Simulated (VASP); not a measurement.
# B14HN14 (a cell with a defect) in VASP: notebook, part 2 of 2

VASP 6.6.1.

## 3. Single point, PBE

INCAR reads:

```
PREC     = Accurate       # precision mode
ENCUT    = 520            # plane-wave cutoff, eV
EDIFF    = 1E-7           # SCF threshold, eV
ISMEAR   = 0              # smearing method
SIGMA    = 0.02           # smearing width, eV
LREAL    = Auto         
LASPH    = T              # aspherical terms in the spheres
NELM     = 100            # most SCF steps
ALGO     = Normal         # electronic algorithm
ISIF     = 2              # what is computed and relaxed
LWAVE    = F              # write WAVECAR
LCHARG   = F              # write CHGCAR
GGA      = PE             # functional
NBANDS   = 76             # bands
NELECT   = 114.0
```

KPOINTS reads:

```
Automatic mesh
0
Gamma
  2 2 2
```

POSCAR reads:

```
B14HN14
1.0
    6.2804528854     -2.1756126984      0.0000000000
   -5.0243623083     -4.3512253968      0.0000000000
    0.0000000000      0.0000000000     -8.3431560662
B N H
14 14 1
Direct
    0.1492146066      0.6296393676      0.7106294013
    0.4360879078      0.4852177071      0.7052162219
    1.0098370077      0.2025902366      0.7698959421
    0.7264432153      0.3466092373      0.7059997384
    0.2962860130      0.0623988332      0.7097900307
    0.8649871517      0.7755615168      0.7061030566
    0.5820119638      0.9153833731      0.7106186140
    0.2800756623      0.6559930990      0.2534827328
    0.5657064939      0.5133401662      0.2535154542
    0.1367179635      0.2275139925      0.2537343163
    0.8516386197      0.3701268166      0.2552928392
    0.4227939163      0.0847674283      0.2535553672
   -0.0055253762      0.7991792568      0.2533928388
    0.7090773346      0.9423750720      0.2553211259
    0.0420065899      0.6085648727      0.2531936336
    0.3277336375      0.4657167468      0.2532442140
    0.8988409848      0.1799504894      0.2580370046
    0.6134304632      0.3228529360      0.2531460497
    0.1848333491      0.0371112052      0.2530798877
    0.7562829133      0.7514591850      0.2531691824
    0.4705420526      0.8942749181      0.2533561620
    0.3890026536      0.6776169052      0.7091507042
    0.6759034893      0.5358363618      0.6957457051
    0.2503687545      0.2505695428      0.7134807203
    0.9610468526      0.3955231244      0.7156587930
    0.5340073176      0.1071385314      0.7091595738
    0.1044643015      0.8226216324      0.7092795524
    0.8160921913      0.9612904605      0.7156308659
    0.0127425483      0.2031575176     -0.0784006669
```

Potentials or basis: VASP PAW PBE potentials, release 64 (B, N, H).

The run is started by

```bash
$ cat potpaw_PBE.64/B/POTCAR potpaw_PBE.64/N/POTCAR potpaw_PBE.64/H/POTCAR > POTCAR
$ mpirun -np 1 vasp_std > vasp.out
```

OUTCAR:

```text
PREC = Accurate
   ENCUT = 520
   EDIFF = 1E-7
   ISMEAR = 0
   LREAL = Auto
   LASPH = T
   NELM = 100
   ISIF = 2
   GGA = PE
   NELECT = 114.0

 ion  position               nearest neighbor table
   1  0.149  0.630  0.711-  25 1.43  27 1.45  22 1.46
   2  0.436  0.485  0.705-  24 1.43  23 1.46  22 1.46
   3  0.010  0.203  0.770-  29 1.27  24 1.54  25 1.54  28 1.54
   4  0.726  0.347  0.706-  25 1.43  23 1.46  26 1.46
   5  0.296  0.062  0.710-  24 1.43  26 1.45  27 1.46
   6  0.865  0.776  0.706-  28 1.43  23 1.46  27 1.46
   7  0.582  0.915  0.711-  28 1.43  22 1.45  26 1.46
   8  0.280  0.656  0.253-  16 1.45  15 1.45  21 1.45
   9  0.566  0.513  0.254-  16 1.45  20 1.45  18 1.45
[... 17 lines left out ...]
  27  0.104  0.823  0.709-   1 1.45   5 1.46   6 1.46
  28  0.816  0.961  0.716-   6 1.43   7 1.43   3 1.54
  29  0.013  0.203  0.922-   3 1.27

  LATTYP: Found a hexagonal cell.
 ALAT       =     6.6466065822
 C/A-ratio  =     1.2552504745

  Lattice vectors:

 A1 = (   6.2804528854,  -2.1756126984,   0.0000000000)
 A2 = (  -5.0243623083,  -4.3512253968,   0.0000000000)
 A3 = (   0.0000000000,   0.0000000000,  -8.3431560662)

Analysis of symmetry for initial positions (statically):
=====================================================================
 Subroutine PRICEL returns:
 Original cell was already a primitive cell.

 Routine SETGRP: Setting up the symmetry group for a
 hexagonal supercell.

 Subroutine GETGRP returns: Found  1 space group operations
 (whereof  1 operations were pure point group operations)
 out of a pool of 24 trial point group operations.

The static configuration has the point symmetry C_1 .

Analysis of symmetry for dynamics (positions and initial velocities):
=====================================================================
 Subroutine PRICEL returns:
 Original cell was already a primitive cell.

 Routine SETGRP: Setting up the symmetry group for a
 hexagonal supercell.

 Subroutine GETGRP returns: Found  1 space group operations
 (whereof  1 operations were pure point group operations)
 out of a pool of 24 trial point group operations.

The dynamic configuration has the point symmetry C_1 .

 Subroutine INISYM returns: Found  1 space group operations
 (whereof  1 operations are pure point group operations),
 and found     1 'primitive' translations

----------------------------------------------------------------------------------------

                                     Primitive cell

  volume of cell :     319.1986

  direct lattice vectors                    reciprocal lattice vectors
     6.280452885 -2.175612698  0.000000000     0.113731562 -0.131325895  0.000000000
    -5.024362308 -4.351225397  0.000000000    -0.056865781 -0.164157369  0.000000000
     0.000000000  0.000000000 -8.343156066     0.000000000  0.000000000 -0.119858719

  length of vectors
     6.646606582  6.646606582  8.343156066     0.173727830  0.173727830  0.119858719

  position of ions in fractional coordinates (direct lattice)
     0.149214607  0.629639368  0.710629401
     0.436087908  0.485217707  0.705216222
     0.009837008  0.202590237  0.769895942
     0.726443215  0.346609237  0.705999738
     0.296286013  0.062398833  0.709790031
[... 88 lines left out ...]
  0.500000  0.500000  0.000000      1.000000
  0.000000  0.000000  0.500000      1.000000
  0.500000 -0.000000  0.500000      1.000000
 -0.000000  0.500000  0.500000      1.000000
  0.500000  0.500000  0.500000      1.000000
   k-points           NKPTS =      8   k-points in BZ     NKDIM =      8   number of bands    NBANDS=     76
   number of dos      NEDOS =    301   number of ions     NIONS =     29
   total plane-waves  NPLWV = 160000
   dimension x,y,z NGX =    50 NGY =   50 NGZ =   64
   dimension x,y,z NGXF=   100 NGYF=  100 NGZF=  128
   ions per type =              14  14   1
   NGX,Y,Z   is equivalent  to a cutoff of  12.51, 12.51, 12.75 a.u.
   NGXF,Y,Z  is equivalent  to a cutoff of  25.01, 25.01, 25.51 a.u.
 SYSTEM =  unknown system
   PREC   = accura    normal or accurate (medium, high low for compatibility)
   ISTART =      0    job   : 0-new  1-cont  2-samecut
   ICHARG =      2    charge: 1-file 2-atom 10-const
   ISPIN  =      1    spin polarized calculation?
   LNONCOLLINEAR =      F non collinear calculations
   LSORBIT =      F    spin-orbit coupling
   LASPH  =      T    aspherical Exc in radial PAW
   ENCUT  =  520.0 eV  38.22 Ry    6.18 a.u.  12.36 12.36 15.51*2*pi/ulx,y,z
   NELM   =    100;   NELMIN=  2; NELMDL= -5     # of ELM steps
   EDIFF  = 0.1E-06   stopping-criterion for ELM
   LREAL  =      T    real-space projection
   EDIFFG = 0.1E-05   stopping-criterion for IOM
   NSW    =      0    number of steps for IOM
   IBRION =     -1    ionic relax: 0-MD 1-quasi-New 2-CG
   NFREE  =      0    steps in history (QN), initial steepest desc. (CG)
   ISIF   =      2    stress and relaxation
   ISYM   =      2    0-nonsym 1-usesym 2-fastsym
   POTIM  = 0.5000    time-step for ionic-motion
   TEBEG  =    0.0;   TEEND  =   0.0 temperature during run
   PSTRESS=    0.0 pullay stress
   NELECT =     114.0000    total number of electrons
   NUPDOWN=      -1.0000    fix difference up-down
   EMIN   =  10.00;   EMAX   =-10.00  energy-range for DOS
   EFERMI =   0.00;   METHOD = LEGACY
   ISMEAR =     0;   SIGMA  =   0.02  broadening in eV -4-tet -1-fermi 0-gaus
   EFERMI_NEDOS =   21; number of points for ismear=-14 and -15
   IALGO  =     38    algorithm
   IMIX   =      4    mixing-type and parameters
     AMIX     =   0.40;   BMIX     =  1.00
     AMIX_MAG =   1.60;   BMIX_MAG =  1.00
  volume/ion in A,a.u.               =      11.01        74.28
  Fermi-wavevector in a.u.,A,eV,Ry     =   1.161510  2.194935 18.355681  1.349105
  Thomas-Fermi vector in A             =   2.298081
   LORBIT       =      0    0 simple, 1 ext, 2 COOP (PROOUT), +10 PAW based schemes
   GGA     = PE    functional components
   LHFCALC =     F    Hartree Fock is set to
   AEXX    =    0.0000 exact exchange contribution
   IVDW    =     0    specifies the selected vdW correction
   LEPSILON=     F    determine dielectric tensor
   LRPA    =     F    only Hartree local field effects (RPA)
 non-spin polarized calculation
 Gauss-broadening in eV      SIGMA  =   0.02
  energy-cutoff  :      520.00
  volume of cell :      319.20
 maximum number of plane-waves:      8635
 NGX is ok and might be reduce to    50
   NGX = 25   NGY = 25   NGZ = 31

 number of electron     114.0000004 magnetization

 Free energy of the ion-electron system (eV)
  ---------------------------------------------------
  ext. energy  EPLUGINS =         0.00000000
  ---------------------------------------------------
  free energy    TOTEN  =      -245.63292999 eV

  energy without entropy =     -245.63292999  energy(sigma->0) =     -245.63292999

 E-fermi :   2.3709     XC(G=0):  -8.7427

 val. band max:        2.2787827666   @ k =   0.0000   0.0000   0.5000
 cond. band min:       4.5765223696   @ k =   0.5000   0.5000   0.0000
 fundamental gap:      2.2977396029
 Fermi energy:         2.3709181119

 k-point     1 :       0.0000    0.0000    0.0000
  band No.  band energies     occupation
      1     -17.7915      2.00000
      2     -16.0693      2.00000
      3     -15.4194      2.00000
      4     -15.4149      2.00000
      5     -15.4110      2.00000
      6     -15.3965      2.00000
[... 565 lines left out ...]
     68       7.4706      0.00000
     69       7.8674      0.00000
 [bands above 69 left out]

------------------------ aborting loop because EDIFF is reached ----------------------------------------

  FORCE on cell =-STRESS in cart. coord.  units (eV):
  Direction    XX          YY          ZZ          XY          YZ          ZX
  --------------------------------------------------------------------------------------
  -------------------------------------------------------------------------------------
  Total        7.0296150      7.0728435      6.1497312      0.0267409     -0.1067060      0.1788755
  in kB       35.2842731     35.5012533     30.8678066      0.1342228     -0.5355973      0.8978433
  external PRESSURE =      33.8844443 kB  Pullay stress =       0.0000000 kB

 VOLUME and BASIS-vectors are now :
 -----------------------------------------------------------------------------
  energy-cutoff  :      520.00
  volume of cell :      319.20
      direct lattice vectors                 reciprocal lattice vectors
     6.280452885 -2.175612698  0.000000000     0.113731562 -0.131325895  0.000000000
    -5.024362308 -4.351225397  0.000000000    -0.056865781 -0.164157369  0.000000000
     0.000000000  0.000000000 -8.343156066     0.000000000  0.000000000 -0.119858719

 POSITION                                       TOTAL-FORCE (eV/Angst)
 -----------------------------------------------------------------------------------
     -2.22640     -3.06434     -5.92889         0.005686     -0.000064      0.000706
      0.30092     -3.06005     -5.88373        -0.003107      0.000288      0.003856
     -0.95611     -0.90292     -6.42336         0.001649     -0.001123      0.003882
      2.82090     -3.08863     -5.89027         0.003646      0.002680      0.003119
      1.54730     -0.91611     -5.92189         0.001074      0.002465      0.001364
      1.53581     -5.25652     -5.89113         0.003016     -0.003334      0.004056
[... 21 lines left out ...]
      0.29556     -5.95829     -5.97062         0.000647     -0.000430     -0.003285
     -0.94071     -0.91171     -7.68905         0.001562     -0.001067     -0.009067
 -----------------------------------------------------------------------------------
    total drift:                               -0.002810      0.008848      0.004471

  FREE ENERGIE OF THE ION-ELECTRON SYSTEM (eV)
  ---------------------------------------------------
  free  energy   TOTEN  =      -245.6329299937 eV

  energy  without entropy=     -245.6329299937  energy(sigma->0) =     -245.63292999
```

It took 12 min on 1 thread of AMD EPYC 7R13, shared host; peak memory 0.42 GiB.

What came out:

```
Free energy   : -245.6329 eV
Largest force : 0.009 eV/Å
```

Forces in eV/Å, atoms in the order of the input:
```
B    0.006  0.000  0.001
B   -0.003  0.000  0.004
B    0.002 -0.001  0.004
B    0.004  0.003  0.003
B    0.001  0.002  0.001
B    0.003 -0.003  0.004
B   -0.003 -0.001  0.001
B   -0.002  0.000 -0.001
B   -0.001  0.000  0.002
B   -0.001  0.001  0.001
B   -0.001  0.000  0.000
B   -0.002  0.001  0.000
B    0.000  0.000  0.000
B   -0.002  0.002  0.000
N   -0.001  0.001  0.000
N   -0.002  0.000  0.000
N    0.000  0.000  0.001
N   -0.002  0.001  0.000
N   -0.001  0.001  0.000
N   -0.002  0.001  0.000
N   -0.001  0.001  0.000
N    0.001 -0.001 -0.001
N    0.001 -0.001 -0.001
N    0.002 -0.002 -0.001
N    0.001  0.000 -0.003
N    0.001  0.000  0.000
N    0.001 -0.001 -0.001
N    0.001  0.000 -0.003
H    0.002 -0.001 -0.009
```

Caveat: the k points lie up to 0.55 Å⁻¹ apart; the cell carries a net charge on a neutralising background, which shifts energy and pressure; the cell is charged against a uniform background, so pressure and absolute levels hang on convention.
